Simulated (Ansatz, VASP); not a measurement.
# One calculation of Cu, two programs

INCAR

```
SYSTEM = Cu
PREC     = Accurate       ! precision mode
ENCUT    = 600            ! plane-wave cutoff, eV
EDIFF    = 1E-7           ! SCF threshold, eV
ISMEAR   = 0              ! smearing method
SIGMA    = 0.1            ! smearing width, eV
LREAL    = .FALSE.        ! projectors in reciprocal space
LASPH    = .TRUE.         ! aspherical terms in the spheres
NELM     = 120            ! most SCF steps
ALGO     = Normal         ! electronic algorithm
ISIF     = 3              ! what is computed and relaxed
LWAVE    = .FALSE.        ! write WAVECAR
LCHARG   = .FALSE.        ! write CHGCAR
GGA      = PS             ! functional
IBRION   = 2              ! ionic algorithm
NSW      = 80             ! ionic steps
EDIFFG   = -0.05          ! ionic threshold
GGA_COMPAT= .FALSE.      
NELMIN   = 4
```

KPOINTS

```
Automatic mesh
0
G
  8 8 8
  0 0 0
```

Contents of POSCAR:

```
Cu
1.0
    0.0000000000      2.0011941402      2.0011941402
    2.0011941402      0.0000000000      2.0011941402
    2.0011941402      2.0011941402      0.0000000000
Cu
1
Direct
    0.0000000000      0.0000000000      0.0000000000
```

Input for Ansatz:

```yaml
crystal:
  lattice:
    - [0.0, 2.0011941402, 2.0011941402]
    - [2.0011941402, 0.0, 2.0011941402]
    - [2.0011941402, 2.0011941402, 0.0]
  atoms:
    - { symbol: Cu, position: [0.0, 0.0, 0.0] }
basis:
  ecutwfc: 420
kpoints:
  mp_grid: { grid: [8, 8, 8] }
hamiltonian:
  xc: pbesol
scf:
  occupations: { method: gaussian, width: 0.1 }
output:
  forces: true
  stress: true
  eigenvalues: true
relax:
  adjacent_minimum: "off"
  f_tol: 0.05
  max_steps: 60
  cell: { stress_tol: 0.5 }
```

Alike in both runs: task relaxation of cell and atoms; functional PBEsol; k mesh 8 × 8 × 8; occupations gaussian, width 0.1 eV; no spin polarisation.

|  | VASP | Ansatz |
| --- | --- | --- |
| version | VASP 6.6.1 | Ansatz 0.2.0 |
| potentials or method | VASP PAW PBE potentials, release 64 (Cu), cutoff 600 eV | scalar-relativistic, plane waves, PAW |
| valence electrons in the cell | 11 | 19 |

```tsv
	VASP	Ansatz	Ansatz less VASP
gap on the k mesh at the Fermi level, each at its own relaxed structure (eV)	none	none	-
relaxed volume (Å³/atom)	11.43	11.38	-0.049
relaxed cell length with the largest relative difference (Å)	2.528	2.525	-0.0036
```

VASP's potentials were made for PBE, not for PBEsol. A gap of «none» marks a metal or a gap that the smearing closes. VASP's potentials hold 11 valence electrons a cell and Ansatz's 19, so a difference there can come from the potentials and not from the codes.

Noted on VASP's run: the volume moved by over 15 % at a fixed basis, so the end points are rough.
